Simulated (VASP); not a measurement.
# Lu (Im-3m) in VASP: notebook

Lu is run at these levels: PBE; tasks: single point, relaxation of cell and atoms.

Everything below comes from runs of VASP 6.6.1. Logs are shortened: lines on timing, memory, paths and dates and some standing lists are left out, and cuts for length are marked.

### Step 1. The cell of the first run

Symmetry: Im-3m, No. 229, cubic system. The conventional cell has a = 3.901 Å, b = 3.901 Å, c = 3.901 Å, α = 90.00°, β = 90.00°, γ = 90.00°. Within 4.4 Å of Lu (site symmetry m-3m) lie 14 Lu at 3.38 to 3.90 Å.

This isn't the form of Lu at room conditions, which is hcp.

### Step 2. Single point, PBE

INCAR reads:

```
SYSTEM = Lu
  PREC = Accurate
  ENCUT = 520
  EDIFF = 1E-6
  ISMEAR = -1
  SIGMA = 0.1
  LREAL = .False.
  LASPH = .True.
  NELM = 100
  ALGO = Normal
  ISIF = 2
  LWAVE = .False.
  LCHARG = .True.
  GGA = PE
  LELF = .True.
  LVHAR = .True.
  NBANDS = 18
```

KPOINTS reads:

```
Automatic mesh
0
Gamma
  14 14 14
  0 0 0
```

POSCAR reads:

```
Lu
1.0
   -1.9502836416      1.9502836416      1.9502836416
    1.9502836416     -1.9502836416      1.9502836416
    1.9502836416      1.9502836416     -1.9502836416
Lu
1
Direct
    0.0000000000      0.0000000000      0.0000000000
```

Potentials or basis: VASP PAW PBE potentials, release 64 (Lu).

Run with:

```console
cat potpaw_PBE.64/Lu/POTCAR > POTCAR
mpirun -np 1 vasp_std > vasp.out
```

OUTCAR:

```text
SYSTEM = Lu
   PREC = Accurate
   ENCUT = 520
   EDIFF = 1E-6
   ISMEAR = -1
   LREAL = .False.
   LASPH = .True.
   NELM = 100
   ISIF = 2
   GGA = PE

 ion  position               nearest neighbor table
   1  0.000  0.000  0.000-

  LATTYP: Found a body centered cubic cell.
 ALAT       =     3.9005672832

  Lattice vectors:

 A1 = (  -1.9502836416,   1.9502836416,   1.9502836416)
 A2 = (   1.9502836416,  -1.9502836416,   1.9502836416)
 A3 = (   1.9502836416,   1.9502836416,  -1.9502836416)

Analysis of symmetry for initial positions (statically):
=====================================================================
 Subroutine PRICEL returns:
 Original cell was already a primitive cell.

 Routine SETGRP: Setting up the symmetry group for a
 body centered cubic supercell.

 Subroutine GETGRP returns: Found 48 space group operations
 (whereof 48 operations were pure point group operations)
 out of a pool of 48 trial point group operations.

The static configuration has the point symmetry O_h .

Analysis of symmetry for dynamics (positions and initial velocities):
=====================================================================
 Subroutine PRICEL returns:
 Original cell was already a primitive cell.

 Routine SETGRP: Setting up the symmetry group for a
 body centered cubic supercell.

 Subroutine GETGRP returns: Found 48 space group operations
 (whereof 48 operations were pure point group operations)
 out of a pool of 48 trial point group operations.

The dynamic configuration has the point symmetry O_h .

 Subroutine INISYM returns: Found 48 space group operations
 (whereof 48 operations are pure point group operations),
 and found     1 'primitive' translations

----------------------------------------------------------------------------------------

                                     Primitive cell

  volume of cell :      29.6724

  direct lattice vectors                    reciprocal lattice vectors
    -1.950283642  1.950283642  1.950283642     0.000000000  0.256372965  0.256372965
     1.950283642 -1.950283642  1.950283642     0.256372965  0.000000000  0.256372965
     1.950283642  1.950283642 -1.950283642     0.256372965  0.256372965  0.000000000

  length of vectors
     3.377990356  3.377990356  3.377990356     0.362566124  0.362566124  0.362566124

  position of ions in fractional coordinates (direct lattice)
     0.000000000  0.000000000  0.000000000

  ion indices of the primitive-cell ions
   primitive index   ion index
                 1           1

----------------------------------------------------------------------------------------

 KPOINTS: Automatic mesh

Automatic generation of k-mesh.
 Grid dimensions read from file:
 generate k-points for:   14   14   14

 Generating k-lattice:

  Cartesian coordinates                     Fractional coordinates (reciprocal lattice)
     0.000000000  0.018312355  0.018312355     0.071428571  0.000000000  0.000000000
     0.018312355  0.000000000  0.018312355     0.000000000  0.071428571  0.000000000
     0.018312355  0.018312355  0.000000000     0.000000000  0.000000000  0.071428571

  Length of vectors
     0.025897580  0.025897580  0.025897580

  Shift w.r.t. Gamma in fractional coordinates (k-lattice)
     0.000000000  0.000000000  0.000000000

 Subroutine IBZKPT returns following result:
 ===========================================

 Found    104 irreducible k-points:

 Following reciprocal coordinates:
            Coordinates               Weight
  0.000000  0.000000  0.000000      1.000000
  0.071429  0.000000  0.000000     12.000000
  0.142857  0.000000  0.000000     12.000000
  0.214286  0.000000  0.000000     12.000000
  0.285714  0.000000  0.000000     12.000000
  0.357143  0.000000  0.000000     12.000000
[... 16 lines left out ...]
  0.285714  0.285714  0.000000     24.000000
  0.357143  0.285714 -0.000000     24.000000
 [... further k-points ...]
   k-points           NKPTS =    104   k-points in BZ     NKDIM =    104   number of bands    NBANDS=     18
   number of dos      NEDOS =    301   number of ions     NIONS =      1
   total plane-waves  NPLWV =  21952
   dimension x,y,z NGX =    28 NGY =   28 NGZ =   28
   dimension x,y,z NGXF=    56 NGYF=   56 NGZF=   56
   ions per type =               1
   NGX,Y,Z   is equivalent  to a cutoff of  13.78, 13.78, 13.78 a.u.
   NGXF,Y,Z  is equivalent  to a cutoff of  27.56, 27.56, 27.56 a.u.
 SYSTEM =  Lu
   PREC   = accura    normal or accurate (medium, high low for compatibility)
   ISTART =      0    job   : 0-new  1-cont  2-samecut
   ICHARG =      2    charge: 1-file 2-atom 10-const
   ISPIN  =      1    spin polarized calculation?
   LNONCOLLINEAR =      F non collinear calculations
   LSORBIT =      F    spin-orbit coupling
   LASPH  =      T    aspherical Exc in radial PAW
   ENCUT  =  520.0 eV  38.22 Ry    6.18 a.u.   6.28  6.28  6.28*2*pi/ulx,y,z
   NELM   =    100;   NELMIN=  2; NELMDL= -5     # of ELM steps
   EDIFF  = 0.1E-05   stopping-criterion for ELM
   LREAL  =      F    real-space projection
   EDIFFG = 0.1E-04   stopping-criterion for IOM
   NSW    =      0    number of steps for IOM
   IBRION =     -1    ionic relax: 0-MD 1-quasi-New 2-CG
   NFREE  =      0    steps in history (QN), initial steepest desc. (CG)
   ISIF   =      2    stress and relaxation
   ISYM   =      2    0-nonsym 1-usesym 2-fastsym
   POTIM  = 0.5000    time-step for ionic-motion
   TEBEG  =    0.0;   TEEND  =   0.0 temperature during run
   PSTRESS=    0.0 pullay stress
   NELECT =      25.0000    total number of electrons
   NUPDOWN=      -1.0000    fix difference up-down
   EMIN   =  10.00;   EMAX   =-10.00  energy-range for DOS
   EFERMI =   0.00;   METHOD = LEGACY
   ISMEAR =    -1;   SIGMA  =   0.10  broadening in eV -4-tet -1-fermi 0-gaus
   EFERMI_NEDOS =   21; number of points for ismear=-14 and -15
   IALGO  =     38    algorithm
   IMIX   =      4    mixing-type and parameters
     AMIX     =   0.40;   BMIX     =  1.00
     AMIX_MAG =   1.60;   BMIX_MAG =  1.00
  volume/ion in A,a.u.               =      29.67       200.24
  Fermi-wavevector in a.u.,A,eV,Ry     =   1.546217  2.921926 32.528624  2.390786
  Thomas-Fermi vector in A             =   2.651484
   LORBIT       =      0    0 simple, 1 ext, 2 COOP (PROOUT), +10 PAW based schemes
   GGA     = PE    functional components
   LHFCALC =     F    Hartree Fock is set to
   AEXX    =    0.0000 exact exchange contribution
   IVDW    =     0    specifies the selected vdW correction
   LEPSILON=     F    determine dielectric tensor
   LRPA    =     F    only Hartree local field effects (RPA)
 non-spin polarized calculation
  energy-cutoff  :      520.00
  volume of cell :       29.67
 maximum number of plane-waves:       814
 NGX is ok and might be reduce to    28
   NGX = 13   NGY = 13   NGZ = 13

 number of electron      24.9999994 magnetization

 Free energy of the ion-electron system (eV)
  ---------------------------------------------------
  ext. energy  EPLUGINS =         0.00000000
  ---------------------------------------------------
  free energy    TOTEN  =        -4.41732842 eV

  energy without entropy =       -4.34635754  energy(sigma->0) =       -4.38184298

 E-fermi :   2.2966     XC(G=0): -10.5837

 val. band max:        2.2937884115   @ k =  -0.3571   0.3571   0.2143
 cond. band min:       2.3005339257   @ k =  -0.4286   0.4286   0.1429
 fundamental gap:      0.0067455143
 Fermi energy:         2.2966357279

 k-point     1 :       0.0000    0.0000    0.0000
  band No.  band energies     occupation
      1     -54.1396      2.00000
      2     -24.5683      2.00000
      3     -24.5683      2.00000
      4     -24.5683      2.00000
      5      -3.8094      2.00000
      6      -2.8914      2.00000
[... 10 lines left out ...]
     17       6.6050      0.00000
     18      13.8726      0.00000

 k-point     2 :       0.0714    0.0000    0.0000
  band No.  band energies     occupation
      1     -54.1381      2.00000
      2     -24.5925      2.00000
      3     -24.5760      2.00000
      4     -24.5683      2.00000
      5      -3.6628      2.00000
      6      -2.8901      2.00000
[... 10 lines left out ...]
     17       6.6040      0.00000
     18      14.0169      0.00000

 k-point     3 :       0.1429    0.0000    0.0000
  band No.  band energies     occupation
      1     -54.1340      2.00000
      2     -24.6596      2.00000
      3     -24.5977      2.00000
      4     -24.5684      2.00000
      5      -3.2374      2.00000
      6      -2.8869      2.00000
[... 10 lines left out ...]
     17       6.6168      0.00000
     18      14.2972      0.00000

 k-point     4 :       0.2143    0.0000    0.0000
  band No.  band energies     occupation
      1     -54.1281      2.00000
      2     -24.7547      2.00000
      3     -24.6288      2.00000
      4     -24.5686      2.00000
      5      -2.8832      2.00000
      6      -2.8707      2.00000
[... 10 lines left out ...]
     17       6.6781      0.00000
     18      14.1261      0.00000

 k-point     5 :       0.2857    0.0000    0.0000
  band No.  band energies     occupation
      1     -54.1216      2.00000
      2     -24.8581      2.00000
      3     -24.6631      2.00000
      4     -24.5688      2.00000
      5      -2.8810      2.00000
      6      -2.8593      2.00000
[... 10 lines left out ...]
     17       6.8144      0.00000
     18      13.2488      0.00000

 k-point     6 :       0.3571    0.0000    0.0000
  band No.  band energies     occupation
      1     -54.1157      2.00000
      2     -24.9493      2.00000
      3     -24.6937      2.00000
      4     -24.5691      2.00000
      5      -2.8810      2.00000
      6      -2.8586      2.00000
[... 307 lines left out ...]
 k-point    21 :       0.2857    0.2143    0.0000
  band No.  band energies     occupation
      1     -54.1102      2.00000
      2     -24.9546      2.00000
      3     -24.7603      2.00000
      4     -24.6147      2.00000
      5      -2.8733      2.00000
      6      -2.8659      2.00000
[... 10 lines left out ...]
     17       9.0104      0.00000
     18      10.1790      0.00000

 k-point    22 :       0.3571    0.2143    0.0000
  band No.  band energies     occupation
      1     -54.1079      2.00000
      2     -24.9673      2.00000
      3     -24.7910      2.00000
      4     -24.6173      2.00000
      5      -2.8769      2.00000
      6      -2.8662      2.00000
[... 10 lines left out ...]
     17       9.0821      0.00000
     18      10.0444      0.00000

 k-point    23 :       0.2857    0.2857    0.0000
  band No.  band energies     occupation
      1     -54.1076      2.00000
      2     -24.9419      2.00000
      3     -24.8178      2.00000
      4     -24.6234      2.00000
      5      -2.8776      2.00000
      6      -2.8602      2.00000
[... 10 lines left out ...]
     17       8.8416      0.00000
     18      10.2065      0.00000

 k-point    24 :       0.3571    0.2857   -0.0000
  band No.  band energies     occupation
      1     -54.1067      2.00000
      2     -24.9238      2.00000
      3     -24.8526      2.00000
      4     -24.6260      2.00000
      5      -2.8789      2.00000
      6      -2.8592      2.00000
[... 10 lines left out ...]
     17       8.2351      0.00000
     18      10.8493      0.00000

 [... further k-points ...]

------------------------ aborting loop because EDIFF is reached ----------------------------------------

  FORCE on cell =-STRESS in cart. coord.  units (eV):
  Direction    XX          YY          ZZ          XY          YZ          ZX
  --------------------------------------------------------------------------------------
  -------------------------------------------------------------------------------------
  Total        0.0275256      0.0275256      0.0275256      0.0000000      0.0000000     -0.0000000
  in kB        1.4862586      1.4862586      1.4862586      0.0000000      0.0000000     -0.0000000
  external PRESSURE =       1.4862586 kB  Pullay stress =       0.0000000 kB

 VOLUME and BASIS-vectors are now :
 -----------------------------------------------------------------------------
  energy-cutoff  :      520.00
  volume of cell :       29.67
      direct lattice vectors                 reciprocal lattice vectors
    -1.950283642  1.950283642  1.950283642     0.000000000  0.256372965  0.256372965
     1.950283642 -1.950283642  1.950283642     0.256372965  0.000000000  0.256372965
     1.950283642  1.950283642 -1.950283642     0.256372965  0.256372965  0.000000000

 POSITION                                       TOTAL-FORCE (eV/Angst)
 -----------------------------------------------------------------------------------
      0.00000      0.00000      0.00000        -0.000000      0.000000     -0.000000
 -----------------------------------------------------------------------------------
    total drift:                               -0.000000     -0.000000     -0.000000

  FREE ENERGIE OF THE ION-ELECTRON SYSTEM (eV)
  ---------------------------------------------------
  free  energy   TOTEN  =        -4.4173284210 eV

  energy  without entropy=       -4.3463575377  energy(sigma->0) =       -4.38184298
```

Run time: 47 s. Hardware: 1 thread of Intel Xeon Platinum 8488C (Sapphire Rapids), shared host; peak memory 0.2 GiB.

Results:

```yaml
Free_energy: -4.4173 eV
Pressure: 0.1 GPa
Band_gap_on_the_k_mesh: zero (an odd number of electrons rules out a gap without spin polarisation)
```

Caveat: spin-orbit coupling is left out, which moves the levels of the heavy elements.

### Step 3. Single point, PBE

INCAR reads:

```
  PREC = Accurate
  ENCUT = 520
  EDIFF = 1E-7
  ISMEAR = -1
  SIGMA = 0.1
  LREAL = F
  LASPH = T
  NELM = 60
  ALGO = Normal
  ISIF = 2
  LWAVE = F
  LCHARG = T
  GGA = PE
  LELF = T
  LVHAR = T
  NBANDS = 18
```

KPOINTS reads:

```
regular mesh
0
Gamma
  14 14 14
```

POSCAR is that of step 2.

Potentials or basis: VASP PAW PBE potentials, release 64 (Lu).

Run with:

```console
cat potpaw_PBE.64/Lu/POTCAR > POTCAR
mpirun -np 1 vasp_std > vasp.out
```

Run time: 44 s. Hardware: 1 thread of Intel Xeon Platinum 8488C (Sapphire Rapids), shared host; peak memory 0.2 GiB.

It converged, with:

* Free energy: -4.4173 eV
* Pressure: 0.1 GPa
* Band gap on the k mesh: zero (an odd number of electrons rules out a gap without spin polarisation)

Levels at points of the mesh, in eV from the Fermi level:
| k point | band 10 | band 11 | band 12 | band 13 | band 14 | band 15 |
| --- | --- | --- | --- | --- | --- | --- |
| (0.00, 0.00, 0.00) | -5.10 | -5.10 | -5.08 | 2.11 | 2.11 | 2.11 |
| (0.50, 0.00, 0.00) | -5.10 | -5.09 | -2.51 | 0.39 | 0.43 | 4.07 |
| (0.50, 0.50, 0.50) | -5.09 | -5.09 | -1.47 | -1.47 | 5.61 | 5.61 |

Caveat: spin-orbit coupling is left out, which moves the levels of the heavy elements.

### Step 4. Relaxation of cell and atoms, PBE

This run uses another cell than the first one, of 29.17 Å³/atom.

INCAR reads:

```
ALGO = Normal
EDIFF = 1E-6
EDIFFG = -0.005
ENCUT = 600
GGA = PE
IBRION = 2
ISIF = 3
ISMEAR = -1
LASPH = T
LCHARG = F
LREAL = F
LWAVE = F
NELM = 100
NSW = 60
PREC = Accurate
SIGMA = 0.1
```

KPOINTS reads:

```
k-points
0
Gamma
  14 14 14
```

POSCAR reads:

```
Lu
1.0
   -1.9392350050      1.9392350050      1.9392350050
    1.9392350050     -1.9392350050      1.9392350050
    1.9392350050      1.9392350050     -1.9392350050
Lu
1
Direct
    0.0000000000      0.0000000000      0.0000000000
```

Run with:

```console
cat potpaw_PBE.64/Lu/POTCAR > POTCAR
mpirun -np 1 vasp_std > vasp.out
```

It took 2 min on 1 thread of Intel Xeon Platinum 8488C (Sapphire Rapids), shared host; peak memory 0.22 GiB.

Results (log left out):

```yaml
Free_energy: -4.4176 eV
Relaxed_volume: 29.81 Å³/atom
Relaxed_cell: a = 3.383 Å, b = 3.383 Å, c = 3.383 Å, α = 109.47°, β = 109.47°, γ = 109.47°
Space_group_after_relaxing_to_0.1_Å: Im-3m (No. 229)
Energy_gained_by_relaxing: 1.8 meV/atom
Ionic_steps: 4
Pressure_after_relaxing: 0.0 GPa
Band_gap_on_the_k_mesh: zero (an odd number of electrons rules out a gap without spin polarisation)
```

Step by step:
```tsv
step	energy change (eV)	largest force (eV/Å)	pressure (GPa)	volume (Å³)
1	0.0000	0.0000	1.14	29.17
2	-0.0016	0.0000	-0.22	30.05
3	-0.0018	0.0000	0.04	29.76
4	-0.0018	0.0000	0.01	29.81
```

Final structure:
```
Lu
1.0
    -1.95319    1.95319    1.95319
     1.95319   -1.95319    1.95319
     1.95319    1.95319   -1.95319
Lu
1
Direct
  0.00000 0.00000 0.00000
```

Levels at points of the mesh, in eV from the Fermi level:
| k point | band 8 | band 9 | band 10 | band 11 | band 12 | band 13 | band 14 | band 15 | band 16 |
| --- | --- | --- | --- | --- | --- | --- | --- | --- | --- |
| (0.00, 0.00, 0.00) | -5.20 | -5.11 | -5.11 | -5.11 | -5.09 | 2.11 | 2.11 | 2.11 | 4.29 |
| (0.50, 0.00, 0.00) | -5.13 | -5.12 | -5.11 | -5.10 | -2.50 | 0.40 | 0.42 | 4.05 | 5.02 |
| (0.50, 0.50, 0.50) | -5.16 | -5.10 | -5.10 | -5.10 | -1.46 | -1.46 | 5.58 | 5.58 | 5.58 |

Caveat: spin-orbit coupling is left out, which moves the levels of the heavy elements.

The gap in the log of VASP goes by the Fermi energy; the results here count the filled bands.